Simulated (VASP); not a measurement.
TeW: relaxation of cell and atoms with PBE

TeW:

```
CELL_PARAMETERS angstrom
0.00000 2.77037 2.77037
2.77037 0.00000 2.77037
2.77037 2.77037 0.00000
ATOMIC_POSITIONS crystal
Te 0.50000 0.50000 0.50000
W 0.00000 0.00000 0.00000
```

The cell was generated, and may not be a known phase.

```yaml
Program: VASP 6.6.1
Task: relaxation of cell and atoms
Functional: PBE
Potentials_or_basis: VASP PAW PBE potentials, release 64 (Te, W_sv)
Cutoff: 500 eV
k_mesh: 6 × 6 × 6
Occupations: gaussian, width 0.2 eV
Spin: no spin polarisation
Dipole_correction: no
Further_INCAR_settings: ALGO = Normal; EDIFF = 1e-07; IBRION = 2; EDIFFG = -0.08; NSW = 36; ISIF = 3
```

The relaxed volume is 21.93 Å³/atom, the relaxed cell is a = 3.958 Å, b = 3.958 Å, c = 3.958 Å, α = 60.00°, β = 60.00°, γ = 60.00° and the space group after relaxing (to 0.1 Å) is Fm-3m (No. 225). The energy gained by relaxing is 8.0 meV/atom and the ionic steps are 3. The pressure after relaxing is 0.0 GPa and the band gap on the k mesh is zero (bands 10 and 11 overlap by 1.55 eV).

Step by step:
```tsv
step	energy change (eV)	largest force (eV/Å)	pressure (GPa)	volume (Å³)
1	0.0000	0.0000	4.00	42.52
2	0.0169	0.0000	-4.96	45.87
3	-0.0160	0.0000	-0.03	43.86
```

Final structure:
```yaml
crystal:
  lattice:
    - [0.00000, 2.79903, 2.79903]
    - [2.79903, 0.00000, 2.79903]
    - [2.79903, 2.79903, 0.00000]
  atoms:
    - { symbol: Te, position: [0.50000, 0.50000, 0.50000] }
    - { symbol: W, position: [0.00000, 0.00000, 0.00000] }
```

Levels at points of the mesh, in eV from the Fermi level:
| k point | band 6 | band 7 | band 8 | band 9 | band 10 | band 11 | band 12 | band 13 | band 14 |
| --- | --- | --- | --- | --- | --- | --- | --- | --- | --- |
| (0.00, 0.00, 0.00) | -1.69 | -1.69 | -1.69 | -1.39 | -1.39 | -1.39 | -1.32 | -1.32 | 2.60 |
| (0.50, 0.00, 0.00) | -7.80 | -4.81 | -4.81 | -0.05 | -0.05 | 0.15 | 2.34 | 4.86 | 4.86 |
| (0.50, 0.50, 0.00) | -5.96 | -3.33 | -3.33 | -3.14 | -0.54 | -0.47 | 0.60 | 0.60 | 2.42 |

Run time: 25 s on 1 thread of AMD EPYC 7R13 Processor (Zen 3) (shared host), peak memory 0.14 GiB.

Caveat: spin-orbit coupling is left out, which moves the levels of the heavy elements.
